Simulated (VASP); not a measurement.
# FeGe (P6/mmm) in VASP: settings compared

Aim: see how the results for FeGe move with the level of theory and the settings. Levels: PBEsol, LDA, PBE. Tasks: single point.

Everything below comes from runs of VASP 6.6.1. Logs are shortened: lines on timing, memory, paths and dates and some standing lists are left out, and cuts for length are marked.

## 1. The cell of the first run

Symmetry: P6/mmm, No. 191, hexagonal system. Conventional cell: a = 4.896 Å, b = 4.896 Å, c = 4.032 Å, α = 90.00°, β = 90.00°, γ = 120.00°. Ge (site symmetry -6m2) has 6 Fe at 2.46 Å and 3 Ge at 2.83 Å within 3.3 Å. Within 3.2 Å of Ge (site symmetry 6/mmm) lie 6 Fe at 2.45 Å. Within 3.2 Å of Fe (site symmetry mmm) lie 4 Fe at 2.45 Å and 6 Ge at 2.45 to 2.46 Å.

## 2. Single point, PBEsol, collinear spin, ferromagnetic start

File INCAR:

```
SYSTEM = FeGe
PREC = Accurate
ENCUT = 520
EDIFF = 1E-6
ISMEAR = -1
SIGMA = 0.05
LREAL = .False.
LASPH = .True.
NELM = 150
ALGO = Normal
ISIF = 2
LWAVE = .False.
LCHARG = .False.
ISPIN = 2
MAGMOM = 0 0 0 3 3 3
LORBIT = 11
LMAXMIX = 4
GGA = PS
NBANDS = 46
```

File KPOINTS:

```
regular mesh
0
Gamma
  6 6 7
  0 0 0
```

File POSCAR:

```
FeGe
1.0
    4.8955818250      0.0000000000      0.0000000000
   -2.4477909125      4.2396982268      0.0000000000
    0.0000000000      0.0000000000      4.0317426452
Ge Fe
3 3
Direct
    0.6666666667      0.3333333333      0.5000000000
    0.3333333333      0.6666666667      0.5000000000
    0.0000000000      0.0000000000      0.0000000000
    0.0000000000      0.5000000000      0.0000000000
    0.5000000000      0.5000000000      0.0000000000
    0.5000000000      0.0000000000      0.0000000000
```

Potentials or basis: VASP PAW PBE potentials, release 64 (Ge_d, Fe).

Launch:

```bash
cat potpaw_PBE.64/Ge_d/POTCAR potpaw_PBE.64/Fe/POTCAR > POTCAR
mpirun -np 1 vasp_std > vasp.out
```

OUTCAR:

```text
SYSTEM = FeGe
   PREC = Accurate
   ENCUT = 520
   EDIFF = 1E-6
   ISMEAR = -1
   LREAL = .False.
   LASPH = .True.
   NELM = 150
   ISIF = 2
   ISPIN = 2
   LORBIT = 11
   GGA = PS

 ion  position               nearest neighbor table
   1  0.667  0.333  0.500-   4 2.46   4 2.46   6 2.46   6 2.46   5 2.46   5 2.46   2 2.83   2 2.83
                             2 2.83
   2  0.333  0.667  0.500-   4 2.46   4 2.46   6 2.46   6 2.46   5 2.46   5 2.46   1 2.83   1 2.83
                             1 2.83
   3  0.000  0.000  0.000-   6 2.45   6 2.45   4 2.45   4 2.45   5 2.45   5 2.45
   4  0.000  0.500  0.000-   5 2.45   5 2.45   6 2.45   3 2.45   3 2.45   6 2.45   2 2.46   2 2.46
                             1 2.46   1 2.46
   5  0.500  0.500  0.000-   4 2.45   4 2.45   6 2.45   6 2.45   3 2.45   3 2.45   2 2.46   2 2.46
                             1 2.46   1 2.46
   6  0.500  0.000  0.000-   3 2.45   3 2.45   5 2.45   5 2.45   4 2.45   4 2.45   2 2.46   2 2.46
                             1 2.46   1 2.46

  LATTYP: Found a hexagonal cell.
 ALAT       =     4.8955818250
 C/A-ratio  =     0.8235471879

  Lattice vectors:

 A1 = (   4.8955818250,   0.0000000000,   0.0000000000)
 A2 = (  -2.4477909125,   4.2396982268,   0.0000000000)
 A3 = (   0.0000000000,   0.0000000000,   4.0317426452)

Analysis of symmetry for initial positions (statically):
=====================================================================
 Subroutine PRICEL returns:
 Original cell was already a primitive cell.

 Routine SETGRP: Setting up the symmetry group for a
 hexagonal supercell.

 Subroutine GETGRP returns: Found 24 space group operations
 (whereof 24 operations were pure point group operations)
 out of a pool of 24 trial point group operations.

The static configuration has the point symmetry D_6h.

Analysis of symmetry for dynamics (positions and initial velocities):
=====================================================================
 Subroutine PRICEL returns:
 Original cell was already a primitive cell.

 Routine SETGRP: Setting up the symmetry group for a
 hexagonal supercell.

 Subroutine GETGRP returns: Found 24 space group operations
 (whereof 24 operations were pure point group operations)
 out of a pool of 24 trial point group operations.

The dynamic configuration has the point symmetry D_6h.

Analysis of structural, dynamic, and magnetic symmetry:
=====================================================================
 Subroutine PRICEL returns:
 Original cell was already a primitive cell.

 Routine SETGRP: Setting up the symmetry group for a
 hexagonal supercell.

[... 150 lines left out ...]

 Free energy of the ion-electron system (eV)
  ---------------------------------------------------
  ext. energy  EPLUGINS =         0.00000000
  ---------------------------------------------------
  free energy    TOTEN  =       -42.77711526 eV

  energy without entropy =      -42.73977819  energy(sigma->0) =      -42.75844672

 E-fermi :   7.1957     XC(G=0): -12.4157

 val. band max:        7.1953423240   @ k =   0.0000   0.0000   0.0000
 cond. band min:       7.2121970149   @ k =   0.3333   0.3333   0.4286
 fundamental gap:      0.0168546909
 Fermi energy:         7.1957235080

 spin component 1

 k-point     1 :       0.0000    0.0000    0.0000
  band No.  band energies     occupation
      1     -17.6786      1.00000
      2     -17.6001      1.00000
      3     -17.6001      1.00000
      4     -17.5157      1.00000
      5     -17.5157      1.00000
      6     -17.4789      1.00000
[... 1141 lines left out ...]
     44      15.3266      0.00000
     45      16.1837      0.00000

 [... further k-points ...]

 spin component 2

 k-point     1 :       0.0000    0.0000    0.0000
  band No.  band energies     occupation
      1     -17.6864      1.00000
      2     -17.6133      1.00000
      3     -17.6133      1.00000
      4     -17.5231      1.00000
      5     -17.5231      1.00000
      6     -17.4944      1.00000
[... 1141 lines left out ...]
     44      15.5383      0.00000
     45      16.3959      0.00000

 [... further k-points ...]

 [bands above 45 left out]

------------------------ aborting loop because EDIFF is reached ----------------------------------------

  FORCE on cell =-STRESS in cart. coord.  units (eV):
  Direction    XX          YY          ZZ          XY          YZ          ZX
  --------------------------------------------------------------------------------------
  -------------------------------------------------------------------------------------
  Total       -0.3211712     -0.3211712     -1.6316023      0.0000000      0.0000000      0.0000000
  in kB       -6.1491499     -6.1491499    -31.2386913      0.0000000      0.0000000      0.0000000
  external PRESSURE =     -14.5123304 kB  Pullay stress =       0.0000000 kB

 VOLUME and BASIS-vectors are now :
 -----------------------------------------------------------------------------
  energy-cutoff  :      520.00
  volume of cell :       83.68
      direct lattice vectors                 reciprocal lattice vectors
     4.895581825  0.000000000  0.000000000     0.204265813  0.117932922  0.000000000
    -2.447790912  4.239698227  0.000000000     0.000000000  0.235865844  0.000000000
     0.000000000  0.000000000  4.031742645     0.000000000  0.000000000  0.248031704

 POSITION                                       TOTAL-FORCE (eV/Angst)
 -----------------------------------------------------------------------------------
      2.44779      1.41323      2.01587         0.000000     -0.000000      0.000000
     -0.00000      2.82647      2.01587         0.000000      0.000000      0.000000
      0.00000      0.00000      0.00000        -0.000000      0.000000      0.000000
     -1.22390      2.11985      0.00000        -0.000000      0.000000      0.000000
      1.22390      2.11985      0.00000        -0.000000      0.000000      0.000000
      2.44779      0.00000      0.00000        -0.000000      0.000000      0.000000
 -----------------------------------------------------------------------------------
    total drift:                                0.000000      0.000000     -0.000000

  FREE ENERGIE OF THE ION-ELECTRON SYSTEM (eV)
  ---------------------------------------------------
  free  energy   TOTEN  =       -42.7771152569 eV

  energy  without entropy=      -42.7397781871  energy(sigma->0) =      -42.75844672

 total charge

# of ion       s       p       d       tot
------------------------------------------
    1        1.121   1.216  10.094  12.431
    2        1.121   1.216  10.094  12.431
    3        1.145   1.169  10.071  12.385
    4        0.456   0.606   6.457   7.518
    5        0.456   0.606   6.457   7.518
    6        0.456   0.606   6.457   7.518
--------------------------------------------------
tot          4.754   5.417  49.628  59.799

 magnetization (x)

# of ion       s       p       d       tot
------------------------------------------
    1       -0.007  -0.044   0.001  -0.050
    2       -0.007  -0.044   0.001  -0.050
    3       -0.002  -0.082   0.008  -0.076
    4        0.004   0.004   1.393   1.401
    5        0.004   0.004   1.393   1.401
    6        0.004   0.004   1.393   1.401
--------------------------------------------------
tot         -0.005  -0.158   4.189   4.026
```

OSZICAR:

```text
N       E                     dE             d eps       ncg     rms          rms(c)
DAV:   1     0.656572525831E+03    0.65657E+03   -0.28365E+04  6266   0.367E+03
DAV:   2     0.823832091961E+02   -0.57419E+03   -0.53764E+03  5152   0.803E+02
DAV:   3    -0.377688023705E+02   -0.12015E+03   -0.11413E+03  5182   0.229E+02
DAV:   4    -0.459771051846E+02   -0.82083E+01   -0.81183E+01  6008   0.702E+01
DAV:   5    -0.461477179034E+02   -0.17061E+00   -0.17049E+00  5814   0.109E+01    0.243E+01
DAV:   6    -0.494676693041E+02   -0.33200E+01   -0.44469E+01  6092   0.659E+01    0.230E+01
DAV:   7    -0.430343572309E+02    0.64333E+01   -0.20022E+01  5978   0.504E+01    0.576E+00
DAV:   8    -0.428505075986E+02    0.18385E+00   -0.17651E+00  5872   0.853E+00    0.286E+00
DAV:   9    -0.427810350630E+02    0.69473E-01   -0.20547E-01  6050   0.451E+00    0.122E+00
DAV:  10    -0.427776894519E+02    0.33456E-02   -0.23071E-02  6470   0.134E+00    0.325E-01
DAV:  11    -0.427772471727E+02    0.44228E-03   -0.25338E-03  5818   0.488E-01    0.164E-01
DAV:  12    -0.427771425119E+02    0.10466E-03   -0.32012E-04  6610   0.184E-01    0.106E-01
DAV:  13    -0.427771128554E+02    0.29657E-04   -0.66766E-05  5962   0.748E-02    0.334E-02
DAV:  14    -0.427771165702E+02   -0.37148E-05   -0.68042E-06  5838   0.335E-02    0.188E-02
DAV:  15    -0.427771153505E+02    0.12197E-05   -0.26886E-06  4946   0.154E-02    0.539E-03
DAV:  16    -0.427771152569E+02    0.93605E-07   -0.65670E-07  3166   0.782E-03
   1 F= -.42777115E+02 E0= -.42758447E+02  d E =-.373371E-01  mag=     4.0209
```

Run time: 3.2 min. Hardware: 1 thread of Oxide Virtual Turin-like, shared host; peak memory 0.29 GiB.

Results:

```
Free energy                                           : -42.7771 eV
Pressure                                              : -1.5 GPa
Band gap on the k mesh                                : zero (filled and empty bands overlap)
Net moment                                            : 4.02 μB per cell
Site moments                                          : Ge -0.05, -0.08; Fe +1.40 μB
Valence electrons inside the program's atomic spheres : Ge 12.43, 12.38; Fe 7.52
```

Caveat: the PAW data sets were made with another functional, which shifts forces and pressure a little.

## 3. Single point, LDA, collinear spin, ferromagnetic start

This run uses another cell than the first one, of 15.73 Å³/atom, 1.128 times its volume.

File INCAR:

```
PREC = Accurate
ENCUT = 520
EDIFF = 1E-6
ISMEAR = -1
SIGMA = 0.05
LREAL = False
LASPH = True
NELM = 150
ALGO = Normal
ISIF = 2
LWAVE = False
LCHARG = False
ISPIN = 2
MAGMOM = 0 0 0 3 3 3
LORBIT = 11
LMAXMIX = 4
NBANDS = 46
```

File KPOINTS:

```
regular mesh
0
Gamma
  6 6 7
```

Changes to POSCAR since step 2:

```diff
@@ -2,5 +2,5 @@
 1.0
-    4.8955818250      0.0000000000      0.0000000000
-   -2.4477909125      4.2396982268      0.0000000000
-    0.0000000000      0.0000000000      4.0317426452
+    5.0956194229      0.0000000000      0.0000000000
+   -2.5478097115      4.4129358683      0.0000000000
+    0.0000000000      0.0000000000      4.1964830465
 Ge Fe
```

Potentials or basis: VASP PAW LDA potentials, release 64 (Ge_d, Fe).

Launch:

```bash
cat potpaw_LDA.64/Ge_d/POTCAR potpaw_LDA.64/Fe/POTCAR > POTCAR
mpirun -np 1 vasp_std > vasp.out
```

Wall time 4 min (1 thread of Oxide Virtual Turin-like, shared host); peak memory 0.27 GiB.

The run converged. Its results:

```
Free energy                                           : -43.7605 eV
Pressure                                              : -20.0 GPa
Net moment                                            : 4.16 μB per cell
Site moments                                          : Ge -0.05, -0.08; Fe +1.46 μB
Valence electrons inside the program's atomic spheres : Ge 12.31, 12.28; Fe 7.26
```

Levels at points of the mesh, in eV from the Fermi level:
Spin up:
```tsv
k point	band 31	band 32	band 33	band 34	band 35	band 36	band 37	band 38	band 39	band 40
(0.00, 0.00, 0.00)	-1.27	-1.07	-1.04	-1.04	-0.31	0.16	1.14	1.14	2.57	2.94
(0.50, 0.00, 0.00)	-1.54	-1.13	-1.04	0.43	0.52	0.76	1.36	1.40	2.75	3.31
```
Spin down:
| k point | band 28 | band 29 | band 30 | band 31 | band 32 | band 33 | band 34 | band 35 |
| --- | --- | --- | --- | --- | --- | --- | --- | --- |
| (0.00, 0.00, 0.00) | -1.27 | -1.27 | 0.18 | 0.18 | 0.34 | 0.44 | 0.44 | 0.79 |
| (0.50, 0.00, 0.00) | -1.33 | -0.68 | -0.36 | -0.34 | 0.20 | 0.41 | 1.23 | 1.37 |

## 4. Single point, PBE, collinear spin, ferromagnetic start

This run uses another cell than the first one, of 14.84 Å³/atom, 1.064 times its volume.

File INCAR:

```
  PREC = Accurate
  ENCUT = 520
  EDIFF = 1E-6
  ISMEAR = -1
  SIGMA = 0.05
  LREAL = F
  LASPH = T
  NELM = 150
  ALGO = Normal
  ISIF = 2
  LWAVE = F
  LCHARG = T
  ISPIN = 2
  MAGMOM = 0 0 0 4.5 4.5 4.5
  LORBIT = 11
  LMAXMIX = 4
  GGA = PE
  LELF = T
  LVHAR = T
  NBANDS = 46
```

KPOINTS is that of step 3.

Changes to POSCAR since step 3:

```diff
@@ -2,5 +2,5 @@
 1.0
-    5.0956194229      0.0000000000      0.0000000000
-   -2.5478097115      4.4129358683      0.0000000000
-    0.0000000000      0.0000000000      4.1964830465
+    4.9976023358      0.0000000000      0.0000000000
+   -2.4988011679      4.3280505808      0.0000000000
+    0.0000000000      0.0000000000      4.1157613500
 Ge Fe
```

Potentials or basis: VASP PAW PBE potentials, release 64 (Ge_d, Fe).

Launch:

```bash
cat potpaw_PBE.64/Ge_d/POTCAR potpaw_PBE.64/Fe/POTCAR > POTCAR
mpirun -np 1 vasp_std > vasp.out
```

It took 4.8 min on 1 thread of Oxide Virtual Turin-like, shared host; peak memory 0.31 GiB.

Results (log left out):

```
Free energy                                           : -39.0239 eV
Pressure                                              : -3.9 GPa
Net moment                                            : 4.31 μB per cell
Site moments                                          : Ge -0.06, -0.09; Fe +1.52 μB
Valence electrons inside the program's atomic spheres : Ge 12.36, 12.32; Fe 7.36
```

Stress tensor (GPa, compression positive):
```
-3.67  0.00  0.00
 0.00 -3.67  0.00
 0.00  0.00 -4.50
```

Levels at points of the mesh, in eV from the Fermi level:
Spin up:
| k point | band 32 | band 33 | band 34 | band 35 | band 36 | band 37 | band 38 | band 39 |
| --- | --- | --- | --- | --- | --- | --- | --- | --- |
| (0.00, 0.00, 0.00) | -1.32 | -1.29 | -1.29 | -0.30 | 0.17 | 1.18 | 1.18 | 2.71 |
| (0.50, 0.00, 0.00) | -1.36 | -1.30 | 0.41 | 0.41 | 0.88 | 1.33 | 1.65 | 2.88 |
Spin down:
| k point | band 29 | band 30 | band 31 | band 32 | band 33 | band 34 |
| --- | --- | --- | --- | --- | --- | --- |
| (0.00, 0.00, 0.00) | -1.40 | 0.28 | 0.28 | 0.39 | 0.55 | 0.55 |
| (0.50, 0.00, 0.00) | -0.76 | -0.36 | -0.30 | 0.21 | 0.52 | 1.36 |

Caveat: the moment fell far below its start of 4.5 μB, so a state of higher moment may lie lower in energy.

## 5. Single point, PBEsol, collinear spin, ferromagnetic start

This run uses another cell than the first one, of 14.24 Å³/atom, 1.021 times its volume.

File INCAR:

```
ALGO = Normal
EDIFF = 1E-6
ENCUT = 520
GGA = PS
ISIF = 2
ISMEAR = -1
ISPIN = 2
LASPH = True
LCHARG = True
LELF = True
LMAXMIX = 4
LORBIT = 11
LREAL = False
LVHAR = True
LWAVE = False
MAGMOM = 0 0 0 3 3 3
NBANDS = 46
NELM = 150
PREC = Accurate
SIGMA = 0.05
```

File KPOINTS:

```
k-points
0
Gamma
  6 6 7
```

Changes to POSCAR since step 4:

```diff
@@ -2,5 +2,5 @@
 1.0
-    4.9976023358      0.0000000000      0.0000000000
-   -2.4988011679      4.3280505808      0.0000000000
-    0.0000000000      0.0000000000      4.1157613500
+    4.9300588893      0.0000000000      0.0000000000
+   -2.4650294447      4.2695562403      0.0000000000
+    0.0000000000      0.0000000000      4.0601361346
 Ge Fe
```

Launch:

```bash
cat potpaw_PBE.64/Ge_d/POTCAR potpaw_PBE.64/Fe/POTCAR > POTCAR
mpirun -np 1 vasp_std > vasp.out
```

Wall time 8.1 min (1 thread of Oxide Virtual Turin-like, shared host); peak memory 0.3 GiB.

It converged, with:

```
Free energy                                           : -42.7432 eV
Pressure                                              : -4.7 GPa
Net moment                                            : 4.10 μB per cell
Site moments                                          : Ge -0.05, -0.08; Fe +1.43 μB
Valence electrons inside the program's atomic spheres : Ge 12.40, 12.36; Fe 7.46
```

Stress tensor (GPa, compression positive):
```
-4.08  0.00  0.00
 0.00 -4.08  0.00
 0.00  0.00 -5.91
```

Levels at points of the mesh, in eV from the Fermi level:
Spin up:
| k point | band 31 | band 32 | band 33 | band 34 | band 35 | band 36 | band 37 | band 38 | band 39 | band 40 |
| --- | --- | --- | --- | --- | --- | --- | --- | --- | --- | --- |
| (0.00, 0.00, 0.00) | -1.43 | -1.20 | -1.15 | -1.15 | -0.09 | 0.31 | 1.36 | 1.36 | 2.85 | 3.20 |
| (0.50, 0.00, 0.00) | -1.71 | -1.25 | -1.16 | 0.54 | 0.56 | 1.04 | 1.48 | 1.93 | 3.09 | 3.73 |
Spin down:
```csv
k point,band 28,band 29,band 30,band 31,band 32,band 33,band 34,band 35
"(0.00, 0.00, 0.00)",-1.52,-1.52,0.24,0.24,0.38,0.52,0.52,1.07
"(0.50, 0.00, 0.00)",-1.62,-0.84,-0.44,-0.36,0.22,0.49,1.49,1.51
```

Caveat: the PAW data sets were made with another functional, which shifts forces and pressure a little.

## 6. Overview

```tsv
level	potentials or basis	cell	gap on the mesh (eV)	pressure (GPa)	moment (μB)
PBEsol	VASP PAW PBE potentials, release 64 (Ge_d, Fe)	a = 4.896, b = 4.896, c = 4.032 Å, angles 90.0, 90.0, 120.0°, 6 atoms	none	-1.5	4.02
LDA	VASP PAW LDA potentials, release 64 (Ge_d, Fe)	a = 5.096, b = 5.096, c = 4.196 Å, angles 90.0, 90.0, 120.0°, 6 atoms	none	-20.0	4.16
PBE	VASP PAW PBE potentials, release 64 (Ge_d, Fe)	a = 4.998, b = 4.998, c = 4.116 Å, angles 90.0, 90.0, 120.0°, 6 atoms	none	-3.9	4.31
PBEsol	VASP PAW PBE potentials, release 64 (Ge_d, Fe)	a = 4.930, b = 4.930, c = 4.060 Å, angles 90.0, 90.0, 120.0°, 6 atoms	none	-4.7	4.10
```

Alike in all rows: task single point; spin collinear, ferromagnetic start; k mesh 6 × 6 × 7; cutoff (eV) 520; smearing fermi-dirac 0.05 eV.

Caveats: the PAW data sets were made with another functional, which shifts forces and pressure a little (some runs); the moment fell far below its start of 4.5 μB, so a state of higher moment may lie lower in energy (some runs).

Absolute energies hang on the potentials; compare differences alone.
